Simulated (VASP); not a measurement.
W, 1 atom in the cell. It takes space group I4/mmm (No. 139, tetragonal). The conventional cell has a = 2.827 Å, b = 2.827 Å, c = 3.798 Å, α = 90.00°, β = 90.00°, γ = 90.00°. W (site symmetry 4/mmm) has 12 W at 2.76 to 2.83 Å within 3.6 Å.  This cell differs from its parent crystal: engineering shear strain xz +0.0000, normal strain along z -0.0500.

```yaml
Program: VASP 6.6.1
Task: single point
Functional: PBEsol
Potentials_or_basis: VASP PAW PBE potentials, release 64 (W_sv)
Cutoff: 500 eV
k_mesh: 20 × 20 × 20
Occupations: gaussian, width 0.15 eV
Spin: no spin polarisation
Dipole_correction: no
Further_INCAR_settings: ALGO = Normal; EDIFF = 1e-06; NBANDS = 13
```

Potentials or basis: VASP PAW PBE potentials, release 64 (W_sv).

Run with:

```bash
$ cat potpaw_PBE.64/W_sv/POTCAR > POTCAR
$ mpirun -np 1 vasp_std > vasp.out
```

Hardware: 1 thread of Intel(R) Xeon(R) 6975P-C (Granite Rapids), on a shared host.

Task: How long does it take, and how much memory?

Result: Wall time 37 s on 1 thread of Intel(R) Xeon(R) 6975P-C (Granite Rapids) (shared host), peak memory 0.22 GiB. Counts: scf iterations 11, k points 641.
